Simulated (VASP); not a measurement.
Set up this calculation in VASP 6.6.1, as the native input.

| Quantity | Value |
| --- | --- |
| Task | single point |
| Functional | PBEsol |
| Potentials or basis | VASP PAW PBE potentials, release 64 (Ti_sv, Sn_d, O) |
| Cutoff | 520 eV |
| k mesh | 1 × 1 × 1, shifted |
| Occupations | fermi-dirac, width 0.05 eV |
| Spin | no spin polarisation |
| Dipole correction | no |
| Further INCAR settings | LREAL = Auto; ALGO = Normal; EDIFF = 1e-06; NBANDS = 335 |

The structure of Ti19Sn5O48 lies in POSCAR:

```
Ti19Sn5O48
1.0
    9.3007177588      0.0000000000      0.0000000000
    0.0000000000      9.2799044770      0.0000000000
    0.0000000000      0.0000000000      8.9639506391
Ti Sn O
19 5 48
Direct
    0.0018150000      0.0016750000      0.0075970000
    0.0020380000      0.0012230000      0.3354270000
    0.0090840000      0.9972290000      0.6667600000
    0.0101220000      0.5047920000      0.9997780000
    0.0064980000      0.4956910000      0.3307750000
    0.0045430000      0.4950210000      0.6691490000
    0.5050970000      0.0038070000      0.3404740000
    0.5002690000      0.9999490000      0.6587060000
    0.4967540000      0.4976200000      0.9916490000
    0.4986660000      0.4977500000      0.6737590000
    0.2477740000      0.2438900000      0.1686380000
    0.2470590000      0.2495300000      0.5041130000
    0.2522950000      0.2498930000      0.8353480000
    0.2523910000      0.7503990000      0.1730000000
    0.2518030000      0.7478300000      0.5028630000
    0.2449310000      0.7524130000      0.8318590000
    0.7519570000      0.2589890000      0.1588320000
    0.7619350000      0.2407560000      0.8365670000
    0.7640260000      0.7397450000      0.5016090000
    0.4939500000      0.0026920000      0.9991810000
    0.4941420000      0.4997470000      0.3327360000
    0.7508230000      0.2488690000      0.5003800000
    0.7517200000      0.7504140000      0.1692600000
    0.7499450000      0.7487780000      0.8285590000
    0.1518870000      0.1525040000      0.9984570000
    0.1508870000      0.1522680000      0.3336920000
    0.1516170000      0.1526640000      0.6659810000
    0.1514620000      0.6514130000      0.9977840000
    0.1527220000      0.6511290000      0.3334320000
    0.1501100000      0.6530250000      0.6670980000
    0.6566430000      0.1552930000      0.9986380000
    0.6482980000      0.1517040000      0.3233460000
    0.6502440000      0.1482950000      0.6770460000
    0.6461370000      0.6477570000      0.9994800000
    0.6530410000      0.6519700000      0.3438930000
    0.6489320000      0.6479580000      0.6544510000
    0.3464550000      0.3441140000      0.0000020000
    0.3382810000      0.3444030000      0.3339410000
    0.3420070000      0.3482040000      0.6648240000
    0.3379860000      0.8454920000      0.9988970000
    0.3448080000      0.8445810000      0.3329790000
    0.3433240000      0.8476900000      0.6676860000
    0.8499320000      0.3457980000      0.9983450000
    0.8490270000      0.3522330000      0.3238940000
    0.8516170000      0.3503570000      0.6760980000
    0.8499010000      0.8562640000      0.9981250000
    0.8528850000      0.8501560000      0.3437440000
    0.8530130000      0.8504170000      0.6557730000
    0.0983180000      0.4021390000      0.1659030000
    0.0948440000      0.3997870000      0.4995640000
    0.1001150000      0.4031350000      0.8329300000
    0.0956370000      0.9024810000      0.1658780000
    0.1009030000      0.9051180000      0.5000680000
    0.0961080000      0.9019110000      0.8327200000
    0.5988920000      0.4006340000      0.1569510000
    0.5908120000      0.3989820000      0.5085970000
    0.5940810000      0.4038940000      0.8319210000
    0.5923860000      0.9031390000      0.1749660000
    0.5954970000      0.9071610000      0.4996620000
    0.5911170000      0.9014210000      0.8238880000
    0.3944980000      0.1001310000      0.1754870000
    0.4005800000      0.0988670000      0.4996100000
    0.3957930000      0.1023410000      0.8232060000
    0.3963120000      0.6001460000      0.1563290000
    0.3945930000      0.6001800000      0.5091890000
    0.3998160000      0.5967670000      0.8322370000
    0.9051220000      0.0976090000      0.1673590000
    0.9093680000      0.0959910000      0.4998030000
    0.9052160000      0.0975770000      0.8317400000
    0.9100130000      0.5946150000      0.1652960000
    0.9055980000      0.5944250000      0.4999870000
    0.9083150000      0.5933150000      0.8335610000
```

One way to write it, as run:

INCAR

```
SYSTEM = Ti19Sn5O48
PREC = Accurate ; ENCUT = 520
EDIFF = 1E-6 ; ISMEAR = -1
SIGMA = 0.05 ; LREAL = Auto
LASPH = .True. ; NELM = 60
ALGO = Normal ; ISIF = 2
LWAVE = .False. ; LCHARG = .False.
GGA = PS ; NBANDS = 335
LUSENCCL = .False.
```

KPOINTS

```
Automatic mesh
0
Gamma
  1 1 1
  0.5 0.5 0.5
```

Potentials or basis: VASP PAW PBE potentials, release 64 (Ti_sv, Sn_d, O).

Command:

```console
$ cat potpaw_PBE.64/Ti_sv/POTCAR potpaw_PBE.64/Sn_d/POTCAR potpaw_PBE.64/O/POTCAR > POTCAR
$ mpirun -np 1 vasp_std > vasp.out
```

Results of the run:

The pressure is 0.6 GPa and the largest force is 0.079 eV/Å. The band gap on the k mesh is 2.67 eV.

Caveat: the k points lie up to 0.70 Å⁻¹ apart; the PAW data sets were made with another functional, which shifts forces and pressure a little; spin-orbit coupling is left out, which moves the levels of the heavy elements; a shifted mesh leaves out Γ, where band edges can lie.

Run time: 65 s on 1 × NVIDIA H100 80GB with 1 thread of Intel(R) Xeon(R) Platinum 8481C CPU @ 2.70GHz (Sapphire Rapids) (shared host), peak memory 1.6 GiB.
